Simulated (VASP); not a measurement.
# TaN (P6/mmm) in VASP: notebook

Runs on TaN. Level: PBEsol. Tasks: single point.

Program: VASP 6.6.1. These are calculated values, not measurements. Logs are shortened: lines on timing, memory, paths and dates and some standing lists are left out, and cuts for length are marked.

## (1) The cell of the first run

It takes space group P6/mmm (No. 191, hexagonal). Conventional cell: a = 5.191 Å, b = 5.191 Å, c = 2.956 Å, α = 90.00°, β = 90.00°, γ = 120.00°. Within 3.4 Å of Ta (site symmetry 6/mmm) lie 6 N at 2.60 Å and 14 Ta at 2.96 to 3.34 Å. Within 2.8 Å of Ta (site symmetry -6m2) lie 6 N at 2.10 Å. Within 2.8 Å of N (site symmetry mmm) lie 6 Ta at 2.10 to 2.60 Å and 4 N at 2.60 Å.

## (2) Single point, PBEsol

The input, INCAR:

```
PREC     = Accurate       # precision mode
ENCUT    = 520            # plane-wave cutoff, eV
EDIFF    = 1E-7           # SCF threshold, eV
ISMEAR   = -1             # smearing method
SIGMA    = 0.1            # smearing width, eV
LREAL    = False          # projectors in reciprocal space
LASPH    = True           # aspherical terms in the spheres
NELM     = 80             # most SCF steps
ALGO     = Normal         # electronic algorithm
ISIF     = 2              # what is computed and relaxed
LWAVE    = False          # write WAVECAR
LCHARG   = False          # write CHGCAR
GGA      = PS             # functional
NBANDS   = 33             # bands
```

The input, KPOINTS:

```
regular mesh
0
Gamma
  8 8 12
```

The input, POSCAR:

```
TaN
1.0
    5.1910000000      0.0000000000      0.0000000000
   -2.5955000000      4.4955380000      0.0000000000
    0.0000000000      0.0000000000      2.9564666667
Ta N
3 3
Direct
    0.0000000000      0.0000000000      0.0000000000
    0.3333333333      0.6666666667      0.5000000000
    0.6666666667      0.3333333333      0.5000000000
    0.5000000000      0.0000000000      0.0000000000
    0.5000000000      0.5000000000      0.0000000000
    0.0000000000      0.5000000000      0.0000000000
```

Potentials or basis: VASP PAW PBE potentials, release 64 (Ta_pv, N).

The run is started by

```
$ cat potpaw_PBE.64/Ta_pv/POTCAR potpaw_PBE.64/N/POTCAR > POTCAR
$ mpirun -np 1 vasp_std > vasp.out
```

OUTCAR:

```text
PREC = Accurate
   ENCUT = 520
   EDIFF = 1E-7
   ISMEAR = -1
   LREAL = False
   LASPH = True
   NELM = 80
   ISIF = 2
   GGA = PS

 ion  position               nearest neighbor table
   1  0.000  0.000  0.000-   4 2.60   4 2.60   6 2.60   6 2.60   5 2.60   5 2.60   3 3.34   3 3.34
                             2 3.34   2 3.34   2 3.34   3 3.34   2 3.34   3 3.34   2 3.34   3 3.34
   2  0.333  0.667  0.500-   6 2.10   6 2.10   5 2.10   5 2.10   4 2.10   4 2.10   3 3.00   3 3.00
                             3 3.00   1 3.34   1 3.34   1 3.34   1 3.34   1 3.34   1 3.34
   3  0.667  0.333  0.500-   6 2.10   6 2.10   5 2.10   5 2.10   4 2.10   4 2.10   2 3.00   2 3.00
                             2 3.00   1 3.34   1 3.34   1 3.34   1 3.34   1 3.34   1 3.34
   4  0.500  0.000  0.000-   2 2.10   3 2.10   2 2.10   3 2.10   1 2.60   1 2.60
   5  0.500  0.500  0.000-   2 2.10   3 2.10   2 2.10   3 2.10   1 2.60   1 2.60
   6  0.000  0.500  0.000-   2 2.10   3 2.10   2 2.10   3 2.10   1 2.60   1 2.60

  LATTYP: Found a hexagonal cell.
 ALAT       =     5.1910000000
 C/A-ratio  =     0.5695370192

  Lattice vectors:

 A1 = (   5.1910000000,   0.0000000000,   0.0000000000)
 A2 = (  -2.5955000000,   4.4955380000,   0.0000000000)
 A3 = (   0.0000000000,   0.0000000000,   2.9564666667)

Analysis of symmetry for initial positions (statically):
=====================================================================
 Subroutine PRICEL returns:
 Original cell was already a primitive cell.

 Routine SETGRP: Setting up the symmetry group for a
 hexagonal supercell.

 Subroutine GETGRP returns: Found 24 space group operations
 (whereof 24 operations were pure point group operations)
 out of a pool of 24 trial point group operations.

The static configuration has the point symmetry D_6h.

Analysis of symmetry for dynamics (positions and initial velocities):
=====================================================================
 Subroutine PRICEL returns:
 Original cell was already a primitive cell.

 Routine SETGRP: Setting up the symmetry group for a
 hexagonal supercell.

 Subroutine GETGRP returns: Found 24 space group operations
 (whereof 24 operations were pure point group operations)
 out of a pool of 24 trial point group operations.

The dynamic configuration has the point symmetry D_6h.

 Subroutine INISYM returns: Found 24 space group operations
 (whereof 24 operations are pure point group operations),
 and found     1 'primitive' translations

----------------------------------------------------------------------------------------

                                     Primitive cell

  volume of cell :      68.9931

  direct lattice vectors                    reciprocal lattice vectors
     5.191000000  0.000000000  0.000000000     0.192641110  0.111221393  0.000000000
    -2.595500000  4.495538000  0.000000000     0.000000000  0.222442787  0.000000000
     0.000000000  0.000000000  2.956466667     0.000000000  0.000000000  0.338241595

  length of vectors
     5.191000000  5.191000112  2.956466667     0.222442791  0.222442787  0.338241595

  position of ions in fractional coordinates (direct lattice)
     0.000000000  0.000000000  0.000000000
     0.333333333  0.666666667  0.500000000
     0.666666667  0.333333333  0.500000000
     0.500000000  0.000000000  0.000000000
     0.500000000  0.500000000  0.000000000
     0.000000000  0.500000000  0.000000000

  ion indices of the primitive-cell ions
   primitive index   ion index
                 1           1
                 2           2
                 3           3
                 4           4
                 5           5
                 6           6

----------------------------------------------------------------------------------------

 KPOINTS: regular mesh

Automatic generation of k-mesh.
 Grid dimensions read from file:
 generate k-points for:    8    8   12

 Generating k-lattice:

  Cartesian coordinates                     Fractional coordinates (reciprocal lattice)
     0.024080139  0.013902674  0.000000000     0.125000000  0.000000000  0.000000000
     0.000000000  0.027805348  0.000000000     0.000000000  0.125000000  0.000000000
     0.000000000  0.000000000  0.028186800     0.000000000  0.000000000  0.083333333

  Length of vectors
     0.027805349  0.027805348  0.028186800

  Shift w.r.t. Gamma in fractional coordinates (k-lattice)
     0.000000000  0.000000000  0.000000000

 Subroutine IBZKPT returns following result:
 ===========================================

 Found     70 irreducible k-points:

 Following reciprocal coordinates:
            Coordinates               Weight
  0.000000  0.000000  0.000000      1.000000
  0.125000  0.000000  0.000000      6.000000
  0.250000  0.000000  0.000000      6.000000
  0.375000  0.000000  0.000000      6.000000
  0.500000  0.000000  0.000000      3.000000
  0.125000  0.125000  0.000000      6.000000
[... 16 lines left out ...]
  0.250000  0.000000  0.166667     12.000000
  0.375000  0.000000  0.166667     12.000000
 [... further k-points ...]
   k-points           NKPTS =     70   k-points in BZ     NKDIM =     70   number of bands    NBANDS=     33
   number of dos      NEDOS =    301   number of ions     NIONS =      6
   total plane-waves  NPLWV =  38400
   dimension x,y,z NGX =    40 NGY =   40 NGZ =   24
   dimension x,y,z NGXF=    80 NGYF=   80 NGZF=   48
   ions per type =               3   3
   NGX,Y,Z   is equivalent  to a cutoff of  12.81, 12.81, 13.50 a.u.
   NGXF,Y,Z  is equivalent  to a cutoff of  25.62, 25.62, 26.99 a.u.
 SYSTEM =  unknown system
   PREC   = accura    normal or accurate (medium, high low for compatibility)
   ISTART =      0    job   : 0-new  1-cont  2-samecut
   ICHARG =      2    charge: 1-file 2-atom 10-const
   ISPIN  =      1    spin polarized calculation?
   LNONCOLLINEAR =      F non collinear calculations
   LSORBIT =      F    spin-orbit coupling
   LASPH  =      T    aspherical Exc in radial PAW
   ENCUT  =  520.0 eV  38.22 Ry    6.18 a.u.   9.65  9.65  5.50*2*pi/ulx,y,z
   NELM   =     80;   NELMIN=  2; NELMDL= -5     # of ELM steps
   EDIFF  = 0.1E-06   stopping-criterion for ELM
   LREAL  =      F    real-space projection
   EDIFFG = 0.1E-05   stopping-criterion for IOM
   NSW    =      0    number of steps for IOM
   IBRION =     -1    ionic relax: 0-MD 1-quasi-New 2-CG
   NFREE  =      0    steps in history (QN), initial steepest desc. (CG)
   ISIF   =      2    stress and relaxation
   ISYM   =      2    0-nonsym 1-usesym 2-fastsym
   POTIM  = 0.5000    time-step for ionic-motion
   TEBEG  =    0.0;   TEEND  =   0.0 temperature during run
   PSTRESS=    0.0 pullay stress
   NELECT =      48.0000    total number of electrons
   NUPDOWN=      -1.0000    fix difference up-down
   EMIN   =  10.00;   EMAX   =-10.00  energy-range for DOS
   EFERMI =   0.00;   METHOD = LEGACY
   ISMEAR =    -1;   SIGMA  =   0.10  broadening in eV -4-tet -1-fermi 0-gaus
   EFERMI_NEDOS =   21; number of points for ismear=-14 and -15
   IALGO  =     38    algorithm
   IMIX   =      4    mixing-type and parameters
     AMIX     =   0.40;   BMIX     =  1.00
     AMIX_MAG =   1.60;   BMIX_MAG =  1.00
  volume/ion in A,a.u.               =      11.50        77.60
  Fermi-wavevector in a.u.,A,eV,Ry     =   1.450619  2.741272 28.630676  2.104295
  Thomas-Fermi vector in A             =   2.568210
   LORBIT       =      0    0 simple, 1 ext, 2 COOP (PROOUT), +10 PAW based schemes
   GGA     = PS    functional components
   LHFCALC =     F    Hartree Fock is set to
   AEXX    =    0.0000 exact exchange contribution
   IVDW    =     0    specifies the selected vdW correction
   LEPSILON=     F    determine dielectric tensor
   LRPA    =     F    only Hartree local field effects (RPA)
 non-spin polarized calculation
  energy-cutoff  :      520.00
  volume of cell :       68.99
 maximum number of plane-waves:      1883
 NGX is ok and might be reduce to    40
   NGX = 19   NGY = 19   NGZ = 11

 number of electron      48.0000000 magnetization

 Free energy of the ion-electron system (eV)
  ---------------------------------------------------
  ext. energy  EPLUGINS =         0.00000000
  ---------------------------------------------------
  free energy    TOTEN  =       -68.68219375 eV

  energy without entropy =      -68.64870907  energy(sigma->0) =      -68.66545141

 E-fermi :   7.8580     XC(G=0): -13.1116

 val. band max:        7.8570819799   @ k =   0.1250   0.0000   0.2500
 cond. band min:       7.9415634217   @ k =   0.2500   0.0000   0.5000
 fundamental gap:      0.0844814419
 Fermi energy:         7.8579795794

 k-point     1 :       0.0000    0.0000    0.0000
  band No.  band energies     occupation
      1     -28.2832      2.00000
      2     -28.2832      2.00000
      3     -27.9084      2.00000
      4     -27.9084      2.00000
      5     -27.7295      2.00000
      6     -27.6021      2.00000
[... 25 lines left out ...]
     32      10.9952      0.00000
     33      11.0888      0.00000

 k-point     2 :       0.1250    0.0000    0.0000
  band No.  band energies     occupation
      1     -28.2952      2.00000
      2     -28.2774      2.00000
      3     -27.8958      2.00000
      4     -27.8917      2.00000
      5     -27.7248      2.00000
      6     -27.6225      2.00000
[... 25 lines left out ...]
     32      11.0563      0.00000
     33      11.3085      0.00000

 k-point     3 :       0.2500    0.0000    0.0000
  band No.  band energies     occupation
      1     -28.3213      2.00000
      2     -28.2525      2.00000
      3     -27.8878      2.00000
      4     -27.8527      2.00000
      5     -27.7119      2.00000
      6     -27.6601      2.00000
[... 25 lines left out ...]
     32      11.2333      0.00000
     33      11.3236      0.00000

 k-point     4 :       0.3750    0.0000    0.0000
  band No.  band energies     occupation
      1     -28.3442      2.00000
      2     -28.2035      2.00000
      3     -27.9326      2.00000
      4     -27.8131      2.00000
      5     -27.6945      2.00000
      6     -27.6686      2.00000
[... 673 lines left out ...]
     32      11.1383      0.00000
     33      11.5595      0.00000

 k-point    23 :       0.2500    0.0000    0.1667
  band No.  band energies     occupation
      1     -28.2820      2.00000
      2     -28.2167      2.00000
      3     -27.9332      2.00000
      4     -27.8621      2.00000
      5     -27.8230      2.00000
      6     -27.8067      2.00000
[... 25 lines left out ...]
     32      11.1224      0.00000
     33      11.7465      0.00000

 k-point    24 :       0.3750    0.0000    0.1667
  band No.  band energies     occupation
      1     -28.3021      2.00000
      2     -28.1710      2.00000
      3     -27.9373      2.00000
      4     -27.8874      2.00000
      5     -27.8266      2.00000
      6     -27.7881      2.00000
[... 25 lines left out ...]
     32      11.4347      0.00000
     33      11.7637      0.00000

 [... further k-points ...]
[... 5 lines left out ...]
  --------------------------------------------------------------------------------------
  -------------------------------------------------------------------------------------
  Total       -0.6230569     -0.6230569     -4.7969624      0.0000000      0.0000000      0.0000000
  in kB      -14.4688019    -14.4688027   -111.3964133      0.0000000      0.0000000      0.0000000
  external PRESSURE =     -46.7780060 kB  Pullay stress =       0.0000000 kB

 VOLUME and BASIS-vectors are now :
 -----------------------------------------------------------------------------
  energy-cutoff  :      520.00
  volume of cell :       68.99
      direct lattice vectors                 reciprocal lattice vectors
     5.191000000  0.000000000  0.000000000     0.192641110  0.111221393  0.000000000
    -2.595500000  4.495538000  0.000000000     0.000000000  0.222442787  0.000000000
     0.000000000  0.000000000  2.956466667     0.000000000  0.000000000  0.338241595

 POSITION                                       TOTAL-FORCE (eV/Angst)
 -----------------------------------------------------------------------------------
      0.00000      0.00000      0.00000        -0.000000     -0.000000     -0.000000
     -0.00000      2.99703      1.47823         0.000000     -0.000000      0.000000
      2.59550      1.49851      1.47823         0.000000      0.000000     -0.000000
      2.59550      0.00000      0.00000        -0.000000     -0.000000     -0.000000
      1.29775      2.24777      0.00000        -0.000000     -0.000000     -0.000000
     -1.29775      2.24777      0.00000        -0.000000     -0.000000     -0.000000
 -----------------------------------------------------------------------------------
    total drift:                               -0.000000      0.000000     -0.000000

  FREE ENERGIE OF THE ION-ELECTRON SYSTEM (eV)
  ---------------------------------------------------
  free  energy   TOTEN  =       -68.6821937508 eV

  energy  without entropy=      -68.6487090718  energy(sigma->0) =      -68.66545141
```

It took 93 s on 1 thread of Intel Xeon Platinum 8559C (Emerald Rapids), shared host; peak memory 0.27 GiB.

What came out:

| Property | Result |
| --- | --- |
| Free energy | -68.6822 eV |
| Pressure | -4.7 GPa |
| Band gap on the k mesh | zero (band 24 reaches 8.74 eV, above the bottom of band 25 at 6.66 eV) |

Stress tensor (GPa, compression positive):
```
 -1.45   0.00   0.00
  0.00  -1.45   0.00
  0.00   0.00 -11.14
```

Levels at points of the mesh, in eV from the Fermi level:
```
           k point  band 21  band 22  band 23  band 24  band 25  band 26  band 27  band 28
(0.00, 0.00, 0.00)    -2.83    -2.35    -1.92    -1.20    -1.20     0.65     0.65     1.30
(0.50, 0.00, 0.00)    -3.35    -2.72    -1.68    -0.61     1.37     1.72     1.74     2.10
(0.00, 0.00, 0.50)    -2.94    -2.94    -1.81     0.85     0.85     1.22     1.71     2.55
(0.50, 0.00, 0.50)    -3.27    -3.06    -2.21    -1.12     1.05     1.33     2.83     3.24
```

Caveat: the PAW data sets were made with another functional, which shifts forces and pressure a little; spin-orbit coupling is left out, which moves the levels of the heavy elements.

## (3) Single point, PBEsol

This run uses another cell than the first one, of 11.69 Å³/atom, 1.016 times its volume.

The input, INCAR:

```
SYSTEM = TaN
PREC = Accurate ; ENCUT = 520
EDIFF = 1E-6 ; ISMEAR = -1
SIGMA = 0.1 ; LREAL = .FALSE.
LASPH = .TRUE. ; NELM = 60
ALGO = Normal ; ISIF = 2
LWAVE = .FALSE. ; LCHARG = .FALSE.
GGA = PS ; NBANDS = 33
```

The input, KPOINTS:

```
Automatic mesh
0
G
  8 8 12
  0 0 0
```

POSCAR, as its differences from that of step 2:

```diff
@@ -4,3 +4,3 @@
    -2.5955000000      4.4955380000      0.0000000000
-    0.0000000000      0.0000000000      2.9564666667
+    0.0000000000      0.0000000000      3.0049333333
 Ta N
```

Potentials or basis: VASP PAW PBE potentials, release 64 (Ta_pv, N).

The run is started by

```
$ cat potpaw_PBE.64/Ta_pv/POTCAR potpaw_PBE.64/N/POTCAR > POTCAR
$ mpirun -np 1 vasp_std > vasp.out
```

Run time: 96 s. Hardware: 1 thread of Intel Xeon Platinum 8559C (Emerald Rapids), shared host; peak memory 0.27 GiB.

Results (log left out):

| Item | Value |
| --- | --- |
| Free energy | -68.5655 eV |
| Pressure | -10.5 GPa |
| Band gap on the k mesh | zero (band 24 reaches 8.52 eV, above the bottom of band 25 at 6.56 eV) |

Stress tensor (GPa, compression positive):
```
 -4.81   0.00   0.00
  0.00  -4.81   0.00
  0.00   0.00 -21.93
```

Levels at points of the mesh, in eV from the Fermi level:
```
           k point  band 20  band 21  band 22  band 23  band 24  band 25  band 26  band 27  band 28  band 29
(0.00, 0.00, 0.00)    -2.67    -2.67    -2.21    -1.76    -1.13    -1.13     0.52     0.52     1.39     1.97
(0.50, 0.00, 0.00)    -4.67    -3.27    -2.55    -1.66    -0.53     1.43     1.61     1.64     1.93     2.09
(0.00, 0.00, 0.50)    -3.62    -2.78    -2.78    -1.72     0.83     0.83     0.97     1.69     2.56     2.56
(0.50, 0.00, 0.50)    -4.30    -3.15    -3.00    -2.26    -1.03     1.06     1.30     2.55     2.97     3.45
```

Caveat: the PAW data sets were made with another functional, which shifts forces and pressure a little; spin-orbit coupling is left out, which moves the levels of the heavy elements.
